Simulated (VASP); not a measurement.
# SnTe (Fm-3m) in VASP: further runs

The runs below take SnTe through electric field gradients, with PBEsol.

Everything below comes from runs of VASP 6.6.1. Logs are shortened: lines on timing, memory, paths and dates and some standing lists are left out, and cuts for length are marked.

## 1. The cell of the first run

Symmetry: Fm-3m, No. 225, cubic system. Conventional cell: a = 6.313 Å, b = 6.313 Å, c = 6.313 Å, α = 90.00°, β = 90.00°, γ = 90.00°. Within 4.2 Å of Sn (site symmetry m-3m) lie 6 Te at 3.16 Å. Te (site symmetry m-3m) has 6 Sn at 3.16 Å within 4.2 Å.

## 2. Electric field gradients, PBEsol

File INCAR:

```
SYSTEM = SnTe
PREC     = Accurate       ! precision mode
ENCUT    = 520            ! plane-wave cutoff, eV
EDIFF    = 1E-8           ! SCF threshold, eV
ISMEAR   = -1             ! smearing method
SIGMA    = 0.08           ! smearing width, eV
LREAL    = .False.        ! projectors in reciprocal space
LASPH    = .True.         ! aspherical terms in the spheres
NELM     = 80             ! most SCF steps
ALGO     = Normal         ! electronic algorithm
ISIF     = 2              ! what is computed and relaxed
LWAVE    = .False.        ! write WAVECAR
LCHARG   = .False.        ! write CHGCAR
GGA      = PS             ! functional
LEFG     = .True.       
NBANDS   = 17             ! bands
```

File KPOINTS:

```
regular mesh
0
Gamma
  11 11 11
  0 0 0
```

File POSCAR:

```
SnTe
1.0
    0.0000000000      3.1565000000      3.1565000000
    3.1565000000      0.0000000000      3.1565000000
    3.1565000000      3.1565000000      0.0000000000
Sn Te
1 1
Direct
    0.0000000000      0.0000000000      0.0000000000
    0.5000000000      0.5000000000      0.5000000000
```

Potentials or basis: VASP PAW PBE potentials, release 64 (Sn_d, Te).

On the command line:

```sh
cat potpaw_PBE.64/Sn_d/POTCAR potpaw_PBE.64/Te/POTCAR > POTCAR
mpirun -np 1 vasp_std > vasp.out
```

OUTCAR:

```text
SYSTEM = SnTe
   PREC = Accurate
   ENCUT = 520
   EDIFF = 1E-8
   ISMEAR = -1
   LREAL = .False.
   LASPH = .True.
   NELM = 80
   ISIF = 2
   GGA = PS

 ion  position               nearest neighbor table
   1  0.000  0.000  0.000-   2 3.16   2 3.16   2 3.16   2 3.16   2 3.16   2 3.16
   2  0.500  0.500  0.500-   1 3.16   1 3.16   1 3.16   1 3.16   1 3.16   1 3.16

  LATTYP: Found a face centered cubic cell.
 ALAT       =     6.3130000000

  Lattice vectors:

 A1 = (   0.0000000000,   3.1565000000,   3.1565000000)
 A2 = (   3.1565000000,   0.0000000000,   3.1565000000)
 A3 = (   3.1565000000,   3.1565000000,   0.0000000000)

Analysis of symmetry for initial positions (statically):
=====================================================================
 Subroutine PRICEL returns:
 Original cell was already a primitive cell.

 Routine SETGRP: Setting up the symmetry group for a
 face centered cubic supercell.

 Subroutine GETGRP returns: Found 48 space group operations
 (whereof 48 operations were pure point group operations)
 out of a pool of 48 trial point group operations.

The static configuration has the point symmetry O_h .

Analysis of symmetry for dynamics (positions and initial velocities):
=====================================================================
 Subroutine PRICEL returns:
 Original cell was already a primitive cell.

 Routine SETGRP: Setting up the symmetry group for a
 face centered cubic supercell.

 Subroutine GETGRP returns: Found 48 space group operations
 (whereof 48 operations were pure point group operations)
 out of a pool of 48 trial point group operations.

The dynamic configuration has the point symmetry O_h .

 Subroutine INISYM returns: Found 48 space group operations
 (whereof 48 operations are pure point group operations),
 and found     1 'primitive' translations

----------------------------------------------------------------------------------------

                                     Primitive cell

  volume of cell :      62.8995

  direct lattice vectors                    reciprocal lattice vectors
     0.000000000  3.156500000  3.156500000    -0.158403295  0.158403295  0.158403295
     3.156500000  0.000000000  3.156500000     0.158403295 -0.158403295  0.158403295
     3.156500000  3.156500000  0.000000000     0.158403295  0.158403295 -0.158403295

  length of vectors
     4.463965110  4.463965110  4.463965110     0.274362555  0.274362555  0.274362555

  position of ions in fractional coordinates (direct lattice)
     0.000000000  0.000000000  0.000000000
     0.500000000  0.500000000  0.500000000

  ion indices of the primitive-cell ions
   primitive index   ion index
                 1           1
                 2           2

----------------------------------------------------------------------------------------

 KPOINTS: regular mesh

Automatic generation of k-mesh.
 Grid dimensions read from file:
 generate k-points for:   11   11   11

 Generating k-lattice:

  Cartesian coordinates                     Fractional coordinates (reciprocal lattice)
    -0.014400300  0.014400300  0.014400300     0.090909091  0.000000000  0.000000000
     0.014400300 -0.014400300  0.014400300     0.000000000  0.090909091  0.000000000
     0.014400300  0.014400300 -0.014400300     0.000000000  0.000000000  0.090909091

  Length of vectors
     0.024942050  0.024942050  0.024942050

  Shift w.r.t. Gamma in fractional coordinates (k-lattice)
     0.000000000  0.000000000  0.000000000

 Subroutine IBZKPT returns following result:
 ===========================================

 Found     56 irreducible k-points:

 Following reciprocal coordinates:
            Coordinates               Weight
  0.000000  0.000000  0.000000      1.000000
  0.090909  0.000000  0.000000      8.000000
  0.181818  0.000000  0.000000      8.000000
  0.272727  0.000000  0.000000      8.000000
  0.363636  0.000000  0.000000      8.000000
  0.454545  0.000000  0.000000      8.000000
[... 16 lines left out ...]
 -0.272727  0.181818  0.000000     24.000000
 -0.181818  0.181818  0.000000     12.000000
 [... further k-points ...]
   k-points           NKPTS =     56   k-points in BZ     NKDIM =     56   number of bands    NBANDS=     17
   number of dos      NEDOS =    301   number of ions     NIONS =      2
   total plane-waves  NPLWV =  46656
   dimension x,y,z NGX =    36 NGY =   36 NGZ =   36
   dimension x,y,z NGXF=    72 NGYF=   72 NGZF=   72
   ions per type =               1   1
   NGX,Y,Z   is equivalent  to a cutoff of  13.41, 13.41, 13.41 a.u.
   NGXF,Y,Z  is equivalent  to a cutoff of  26.81, 26.81, 26.81 a.u.
 SYSTEM =  SnTe
   PREC   = accura    normal or accurate (medium, high low for compatibility)
   ISTART =      0    job   : 0-new  1-cont  2-samecut
   ICHARG =      2    charge: 1-file 2-atom 10-const
   ISPIN  =      1    spin polarized calculation?
   LNONCOLLINEAR =      F non collinear calculations
   LSORBIT =      F    spin-orbit coupling
   LASPH  =      T    aspherical Exc in radial PAW
   ENCUT  =  520.0 eV  38.22 Ry    6.18 a.u.   8.30  8.30  8.30*2*pi/ulx,y,z
   NELM   =     80;   NELMIN=  2; NELMDL= -5     # of ELM steps
   EDIFF  = 0.1E-07   stopping-criterion for ELM
   LREAL  =      F    real-space projection
   EDIFFG = 0.1E-06   stopping-criterion for IOM
   NSW    =      0    number of steps for IOM
   IBRION =     -1    ionic relax: 0-MD 1-quasi-New 2-CG
   NFREE  =      0    steps in history (QN), initial steepest desc. (CG)
   ISIF   =      2    stress and relaxation
   ISYM   =      2    0-nonsym 1-usesym 2-fastsym
   POTIM  = 0.5000    time-step for ionic-motion
   TEBEG  =    0.0;   TEEND  =   0.0 temperature during run
   PSTRESS=    0.0 pullay stress
   NELECT =      20.0000    total number of electrons
   NUPDOWN=      -1.0000    fix difference up-down
   EMIN   =  10.00;   EMAX   =-10.00  energy-range for DOS
   EFERMI =   0.00;   METHOD = LEGACY
   ISMEAR =    -1;   SIGMA  =   0.08  broadening in eV -4-tet -1-fermi 0-gaus
   EFERMI_NEDOS =   21; number of points for ismear=-14 and -15
   IALGO  =     38    algorithm
   IMIX   =      4    mixing-type and parameters
     AMIX     =   0.40;   BMIX     =  1.00
     AMIX_MAG =   1.60;   BMIX_MAG =  1.00
  volume/ion in A,a.u.               =      31.45       212.23
  Fermi-wavevector in a.u.,A,eV,Ry     =   1.117384  2.111549 16.987507  1.248547
  Thomas-Fermi vector in A             =   2.254006
   LORBIT       =      0    0 simple, 1 ext, 2 COOP (PROOUT), +10 PAW based schemes
   GGA     = PS    functional components
   LHFCALC =     F    Hartree Fock is set to
   AEXX    =    0.0000 exact exchange contribution
   IVDW    =     0    specifies the selected vdW correction
   LEPSILON=     F    determine dielectric tensor
   LRPA    =     F    only Hartree local field effects (RPA)
 non-spin polarized calculation
  energy-cutoff  :      520.00
  volume of cell :       62.90
 maximum number of plane-waves:      1715
 NGX is ok and might be reduce to    36
   NGX = 17   NGY = 17   NGZ = 17

 number of electron      19.9999999 magnetization

 Free energy of the ion-electron system (eV)
  ---------------------------------------------------
  ext. energy  EPLUGINS =         0.00000000
  ---------------------------------------------------
  free energy    TOTEN  =        -8.33890166 eV

  energy without entropy =       -8.33716801  energy(sigma->0) =       -8.33803483

 E-fermi :   6.7268     XC(G=0):  -9.6288

 val. band max:        6.5512349103   @ k =   0.4545   0.0000   0.0000
 cond. band min:       6.9799325704   @ k =   0.4545   0.0000   0.0000
 fundamental gap:      0.4286976601
 Fermi energy:         6.7267513838

 k-point     1 :       0.0000    0.0000    0.0000
  band No.  band energies     occupation
      1     -15.0412      2.00000
      2     -15.0412      2.00000
      3     -15.0347      2.00000
      4     -15.0347      2.00000
      5     -15.0347      2.00000
      6      -6.0425      2.00000
[... 9 lines left out ...]
     16      11.4625      0.00000
     17      13.4387      0.00000
[... 441 lines left out ...]
 k-point    24 :      -0.1818    0.1818    0.0000
  band No.  band energies     occupation
      1     -15.0448      2.00000
      2     -15.0436      2.00000
      3     -15.0335      2.00000
      4     -15.0314      2.00000
      5     -15.0298      2.00000
      6      -5.3560      2.00000
[... 9 lines left out ...]
     16      14.5535      0.00000
     17      14.7188      0.00000

 [... further k-points ...]

------------------------ aborting loop because EDIFF is reached ----------------------------------------

  FORCE on cell =-STRESS in cart. coord.  units (eV):
  Direction    XX          YY          ZZ          XY          YZ          ZX
  --------------------------------------------------------------------------------------
  -------------------------------------------------------------------------------------
  Total       -0.2077336     -0.2077336     -0.2077336     -0.0000000     -0.0000000      0.0000000
  in kB       -5.2913915     -5.2913915     -5.2913915     -0.0000000     -0.0000000      0.0000000
  external PRESSURE =      -5.2913915 kB  Pullay stress =       0.0000000 kB

 VOLUME and BASIS-vectors are now :
 -----------------------------------------------------------------------------
  energy-cutoff  :      520.00
  volume of cell :       62.90
      direct lattice vectors                 reciprocal lattice vectors
     0.000000000  3.156500000  3.156500000    -0.158403295  0.158403295  0.158403295
     3.156500000  0.000000000  3.156500000     0.158403295 -0.158403295  0.158403295
     3.156500000  3.156500000  0.000000000     0.158403295  0.158403295 -0.158403295

 POSITION                                       TOTAL-FORCE (eV/Angst)
 -----------------------------------------------------------------------------------
      0.00000      0.00000      0.00000         0.000000      0.000000      0.000000
      3.15650      3.15650      3.15650         0.000000      0.000000     -0.000000
 -----------------------------------------------------------------------------------
    total drift:                               -0.000000      0.000000      0.000000

  FREE ENERGIE OF THE ION-ELECTRON SYSTEM (eV)
  ---------------------------------------------------
  free  energy   TOTEN  =        -8.3389016607 eV

  energy  without entropy=       -8.3371680059  energy(sigma->0) =       -8.33803483

 Electric field gradients (V/A^2)
---------------------------------------------------------------------
 ion       V_xx      V_yy      V_zz      V_xy      V_xz      V_yz
---------------------------------------------------------------------
   1       0.000    -0.000     0.000    -0.002    -0.002    -0.002
   2      -0.000     0.000    -0.000     0.000     0.000     0.000
---------------------------------------------------------------------

 Electric field gradients after diagonalization (V/A^2)
 (convention: |V_zz| > |V_xx| > |V_yy|)
----------------------------------------------------------------------
 ion       V_xx      V_yy      V_zz     asymmetry (V_yy - V_xx)/ V_zz
----------------------------------------------------------------------
   1       0.002     0.002    -0.004       0.000
   2      -0.000    -0.000     0.000       0.000
----------------------------------------------------------------------

           NMR quadrupolar parameters

 Cq : quadrupolar parameter    Cq=e*Q*V_zz/h
 eta: asymmetry parameters     (V_yy - V_xx)/ V_zz
 Q  : nuclear electric quadrupole moment in mb (millibarn)
----------------------------------------------------------------------
 ion       Cq(MHz)       eta       Q (mb)
----------------------------------------------------------------------
   1      -0.000       0.000       1.000
   2       0.000       0.000       1.000
----------------------------------------------------------------------
```

Run time: 2.2 min. Hardware: 1 thread of Intel Xeon 8259CL, shared host; peak memory 0.24 GiB.

Results:

| Item | Value |
| --- | --- |
| Free energy | -8.3389 eV |
| Pressure | -0.5 GPa |
| Largest electric field gradient by atom | under 0.05 V/Å² on every atom |

Caveat: this odd mesh misses L, so gap, dielectric constants and Born charges aren't listed; the PAW data sets were made with another functional, which shifts forces and pressure a little; spin-orbit coupling is left out, which moves the levels of the heavy elements.

## 3. Electric field gradients, PBEsol (31.76 Å³/atom)

This run uses another cell than the first one, of 31.76 Å³/atom.

File INCAR:

```
SYSTEM = SnTe
  ALGO = Normal
  EDIFF = 1E-8
  ENCUT = 520
  GGA = PS
  ISIF = 2
  ISMEAR = -1
  LASPH = .TRUE.
  LCHARG = .FALSE.
  LEFG = .TRUE.
  LREAL = .FALSE.
  LWAVE = .FALSE.
  NBANDS = 17
  NELM = 60
  PREC = Accurate
  SIGMA = 0.08
```

File KPOINTS:

```
k-points
0
G
  11 11 11
  0 0 0
```

File POSCAR:

```
SnTe
1.0
    0.0000000000      3.1669867880      3.1669867880
    3.1669867880      0.0000000000      3.1669867880
    3.1669867880      3.1669867880      0.0000000000
Sn Te
1 1
Direct
    0.0000000000      0.0000000000      0.0000000000
    0.5000000000      0.5000000000      0.5000000000
```

Potentials or basis: VASP PAW PBE potentials, release 64 (Sn_d, Te).

On the command line:

```sh
cat potpaw_PBE.64/Sn_d/POTCAR potpaw_PBE.64/Te/POTCAR > POTCAR
mpirun -np 1 vasp_std > vasp.out
```

OUTCAR:

```text
SYSTEM = SnTe
   EDIFF = 1E-8
   ENCUT = 520
   GGA = PS
   ISIF = 2
   ISMEAR = -1
   LASPH = .TRUE.
   LREAL = .FALSE.
   NELM = 60
   PREC = Accurate

 ion  position               nearest neighbor table
   1  0.000  0.000  0.000-   2 3.17   2 3.17   2 3.17   2 3.17   2 3.17   2 3.17
   2  0.500  0.500  0.500-   1 3.17   1 3.17   1 3.17   1 3.17   1 3.17   1 3.17

  LATTYP: Found a face centered cubic cell.
 ALAT       =     6.3339735760

  Lattice vectors:

 A1 = (   0.0000000000,   3.1669867880,   3.1669867880)
 A2 = (   3.1669867880,   0.0000000000,   3.1669867880)
 A3 = (   3.1669867880,   3.1669867880,   0.0000000000)

Analysis of symmetry for initial positions (statically):
=====================================================================
 Subroutine PRICEL returns:
 Original cell was already a primitive cell.

 Routine SETGRP: Setting up the symmetry group for a
 face centered cubic supercell.

 Subroutine GETGRP returns: Found 48 space group operations
 (whereof 48 operations were pure point group operations)
 out of a pool of 48 trial point group operations.

The static configuration has the point symmetry O_h .

Analysis of symmetry for dynamics (positions and initial velocities):
=====================================================================
 Subroutine PRICEL returns:
 Original cell was already a primitive cell.

 Routine SETGRP: Setting up the symmetry group for a
 face centered cubic supercell.

 Subroutine GETGRP returns: Found 48 space group operations
 (whereof 48 operations were pure point group operations)
 out of a pool of 48 trial point group operations.

[... 159 lines left out ...]
      3     -15.1549      2.00000
      4     -15.1549      2.00000
      5     -15.1549      2.00000
      6      -6.0927      2.00000
[... 457 lines left out ...]
      4     -15.1518      2.00000
      5     -15.1503      2.00000
      6      -5.4179      2.00000
[... 9 lines left out ...]
     16      14.4124      0.00000
     17      14.5764      0.00000

 [... further k-points ...]

------------------------ aborting loop because EDIFF is reached ----------------------------------------

  FORCE on cell =-STRESS in cart. coord.  units (eV):
  Direction    XX          YY          ZZ          XY          YZ          ZX
  --------------------------------------------------------------------------------------
  -------------------------------------------------------------------------------------
  Total       -0.3828604     -0.3828604     -0.3828604     -0.0000000     -0.0000000      0.0000000
  in kB       -9.6556683     -9.6556683     -9.6556683     -0.0000000     -0.0000000      0.0000000
  external PRESSURE =      -9.6556683 kB  Pullay stress =       0.0000000 kB

 VOLUME and BASIS-vectors are now :
 -----------------------------------------------------------------------------
  energy-cutoff  :      520.00
  volume of cell :       63.53
      direct lattice vectors                 reciprocal lattice vectors
     0.000000000  3.166986788  3.166986788    -0.157878777  0.157878777  0.157878777
     3.166986788  0.000000000  3.166986788     0.157878777 -0.157878777  0.157878777
     3.166986788  3.166986788  0.000000000     0.157878777  0.157878777 -0.157878777

 POSITION                                       TOTAL-FORCE (eV/Angst)
 -----------------------------------------------------------------------------------
      0.00000      0.00000      0.00000         0.000000     -0.000000      0.000000
      3.16699      3.16699      3.16699        -0.000000      0.000000     -0.000000
 -----------------------------------------------------------------------------------
    total drift:                               -0.000000      0.000000      0.000000

  FREE ENERGIE OF THE ION-ELECTRON SYSTEM (eV)
  ---------------------------------------------------
  free  energy   TOTEN  =        -8.3360890737 eV

  energy  without entropy=       -8.3344521867  energy(sigma->0) =       -8.33527063

 Electric field gradients (V/A^2)
---------------------------------------------------------------------
 ion       V_xx      V_yy      V_zz      V_xy      V_xz      V_yz
---------------------------------------------------------------------
   1       0.000     0.000     0.000    -0.002    -0.002    -0.002
   2      -0.000    -0.000     0.000     0.000     0.000     0.000
---------------------------------------------------------------------

 Electric field gradients after diagonalization (V/A^2)
 (convention: |V_zz| > |V_xx| > |V_yy|)
----------------------------------------------------------------------
 ion       V_xx      V_yy      V_zz     asymmetry (V_yy - V_xx)/ V_zz
----------------------------------------------------------------------
   1       0.002     0.002    -0.004       0.000
   2      -0.000    -0.000     0.000       0.000
----------------------------------------------------------------------

           NMR quadrupolar parameters

 Cq : quadrupolar parameter    Cq=e*Q*V_zz/h
 eta: asymmetry parameters     (V_yy - V_xx)/ V_zz
 Q  : nuclear electric quadrupole moment in mb (millibarn)
----------------------------------------------------------------------
 ion       Cq(MHz)       eta       Q (mb)
----------------------------------------------------------------------
   1      -0.000       0.000       1.000
   2       0.000       0.000       1.000
----------------------------------------------------------------------
```

stdout:

```text
POSCAR found type information on POSCAR SnTe
 POSCAR found :  2 types and       2 ions
 scaLAPACK will be used
 -----------------------------------------------------------------------------
|                                                                             |
|                                                                             |
|     You enforced a specific xc type in the INCAR file but a different       |
|     I HOPE YOU KNOW WHAT YOU ARE DOING!                                     |
|                                                                             |
 -----------------------------------------------------------------------------

 LDA part: xc-table for (Slater+PW92), standard interpolation
 POSCAR, INCAR and KPOINTS ok, starting setup
 FFT: planning ... GRIDC
 FFT: planning ... GRID_SOFT
 FFT: planning ... GRID
 WAVECAR not read
 entering main loop
ion   1

ion   2
```

Wall time 2.1 min (1 thread of Intel Xeon 8259CL, shared host); peak memory 0.24 GiB.

What came out:

```yaml
Free_energy: -8.3361 eV
Pressure: -1.0 GPa
Largest_electric_field_gradient_by_atom: under 0.05 V/Å² on every atom
```

Levels at points of the mesh, in eV from the Fermi level:
| k point | band 7 | band 8 | band 9 | band 10 | band 11 | band 12 | band 13 | band 14 |
| --- | --- | --- | --- | --- | --- | --- | --- | --- |
| (0.00, 0.00, 0.00) | -4.76 | -2.08 | -2.08 | -2.08 | 3.31 | 3.31 | 3.31 | 4.76 |

Caveat: this odd mesh misses L, so gap, dielectric constants and Born charges aren't listed; the PAW data sets were made with another functional, which shifts forces and pressure a little; spin-orbit coupling is left out, which moves the levels of the heavy elements.

(Part 1 of 3 ends here.)
